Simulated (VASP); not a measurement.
Ba2IBrF2:

```
Ba I Br F
1.0
     4.62336    0.00000    0.00000
     0.00000    4.62336    0.00000
     0.00000    0.00000    7.99139
Ba I Br F
2 1 1 2
Cartesian
  2.3117 2.3117 6.6120
  0.0000 0.0000 1.4799
  0.0000 0.0000 5.1256
  2.3117 2.3117 2.7179
  2.3117 0.0000 0.0237
  0.0000 2.3117 0.0237
```

| Item | Value |
| --- | --- |
| Program | VASP 6.6.1 |
| Task | relaxation of cell and atoms |
| Functional | PBEsol |
| Dispersion | D3(BJ) |
| Potentials or basis | VASP PAW PBE potentials, release 64 (Ba_sv, I, Br, F) |
| Cutoff | 600 eV |
| k mesh | 4 × 4 × 2 |
| Occupations | gaussian, width 0.02 eV |
| Spin | no spin polarisation |

At the start: pressure -3.5 GPa; volume 28.47 Å³/atom.

Problem. Where does the relaxation end?

Solution. Over 15 steps the energy falls by 32.6 meV/atom and the volume is 25.70 Å³/atom (-9.7 %); space group P4mm (No. 99, to 0.1 Å) before and after.

The path:
```tsv
step	energy change (eV)	largest force (eV/Å)	pressure (GPa)	volume (Å³)
1	0.0000	0.1973	-3.54	170.82
2	-0.1842	0.2391	-0.02	155.72
3	-0.1842	0.2369	-0.04	155.80
4	-0.1893	0.1598	-0.03	155.41
5	-0.1942	0.0559	0.01	154.58
6	-0.1942	0.0595	0.02	154.50
7	-0.1946	0.0499	-0.02	154.57
8	-0.1950	0.0250	-0.12	154.74
9	-0.1952	0.0261	-0.05	154.51
10	-0.1953	0.0279	0.02	154.24
11	-0.1953	0.0288	0.03	154.21
12	-0.1954	0.0232	0.02	154.21
13	-0.1955	0.0107	0.01	154.21
14	-0.1954	0.0145	-0.02	154.21
15	-0.1955	0.0064	0.00	154.21
```

Final structure:
```cif
data_structure
_symmetry_space_group_name_H-M 'P 1'
_symmetry_Int_Tables_number 1
_cell_length_a 4.4871
_cell_length_b 4.4871
_cell_length_c 7.6593
_cell_angle_alpha 90.000
_cell_angle_beta 90.000
_cell_angle_gamma 90.000
_cell_volume 154.21
loop_
_atom_site_label
_atom_site_type_symbol
_atom_site_fract_x
_atom_site_fract_y
_atom_site_fract_z
_atom_site_occupancy
Ba1 Ba 0.50000 0.50000 0.82303 1
Ba2 Ba 0.00000 0.00000 0.18823 1
I1 I 0.00000 0.00000 0.63888 1
Br1 Br 0.50000 0.50000 0.34319 1
F1 F 0.50000 0.00000 0.00333 1
F2 F 0.00000 0.50000 0.00333 1
```

Caveat: the PAW data sets were made with another functional, which shifts forces and pressure a little.
